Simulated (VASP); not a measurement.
A run of VASP 6.6.1 is set up as follows.

Contents of INCAR:

```
SYSTEM = Al3GaN4
PREC     = Accurate       ! precision mode
ENCUT    = 520            ! plane-wave cutoff, eV
EDIFF    = 1E-6           ! SCF threshold, eV
ISMEAR   = 0              ! smearing method
SIGMA    = 0.05           ! smearing width, eV
LREAL    = Auto         
LASPH    = .True.         ! aspherical terms in the spheres
NELM     = 100            ! most SCF steps
ALGO     = Normal         ! electronic algorithm
ISIF     = 2              ! what is computed and relaxed
LWAVE    = .False.        ! write WAVECAR
LCHARG   = .False.        ! write CHGCAR
GGA      = PS             ! functional
NBANDS   = 56             ! bands
ISYM     = 0
```

File KPOINTS:

```
Automatic mesh
0
Gamma
  5 7 2
  0 0 0
```

The input POSCAR:

```
Al3GaN4
1.0
   -5.0434079721      0.0000000000     -0.0001149904
    0.0000000000     -3.1300738967      0.0000000000
   -0.0064725144     -1.5650369484     10.8359838894
Al Ga N
6 2 8
Direct
    0.4997699583      0.1458176085      0.7083647831
    0.4997699583      0.3958176084      0.2083647831
    0.9990792961      0.4789486018      0.0421027963
    0.9990792961      0.2289486018      0.5421027963
    0.9989119344      0.6047268412      0.7905463175
    0.9989119344      0.8547268412      0.2905463175
    0.5005782866      0.5210997746      0.9578004507
    0.5005782866      0.7710997746      0.4578004507
    0.8888275252      0.5210676875      0.9578646251
    0.8888275252      0.7710676874      0.4578646251
    0.8775456762      0.1458605338      0.7082789324
    0.8775456762      0.3958605338      0.2082789324
    0.3748765205      0.4776019114      0.0447961772
    0.3748765205      0.2276019114      0.5447961772
    0.3768118028      0.6060767912      0.7878464176
    0.3768118028      0.8560767912      0.2878464176
```

Potentials or basis: VASP PAW PBE potentials, release 64 (Al, Ga_d, N).

Command:

```sh
$ cat potpaw_PBE.64/Al/POTCAR potpaw_PBE.64/Ga_d/POTCAR potpaw_PBE.64/N/POTCAR > POTCAR
$ mpirun -np 1 vasp_std > vasp.out
```

Problem. What does it give for the band gap on the k mesh?

Solution. 2.73 eV (least direct gap 2.73 eV).

Problem. Predict the pressure.

Solution. 73.9 GPa.

Problem. What does it give for the largest force?

Solution. 108.485 eV/Å.

Forces in eV/Å, atoms in the order of the input:
```
Al   -0.071   0.000   0.025
Al    0.488   0.000   0.260
Al  -52.637  -0.004  85.387
Al   -0.005  -0.001   0.188
Al    0.555   0.001   0.113
Al   -0.121   0.001   0.310
Ga  -60.014   0.001 -89.906
Ga    0.021   0.001   0.176
N    51.642   0.000 -85.523
N     0.008   0.000  -0.201
N    -0.079   0.000  -0.194
N     0.159   0.000  -0.004
N    60.017   0.000  90.370
N    -0.025   0.000  -0.182
N     0.104   0.000  -0.697
N    -0.042   0.000  -0.121
```

Caveat: atoms lie so close that the PAW spheres overlap strongly, which falsifies energies and pressures; the cell stands under pressure; the PAW data sets were made with another functional, which shifts forces and pressure a little; an odd mesh through Γ misses points on the zone boundary, where band edges can lie.
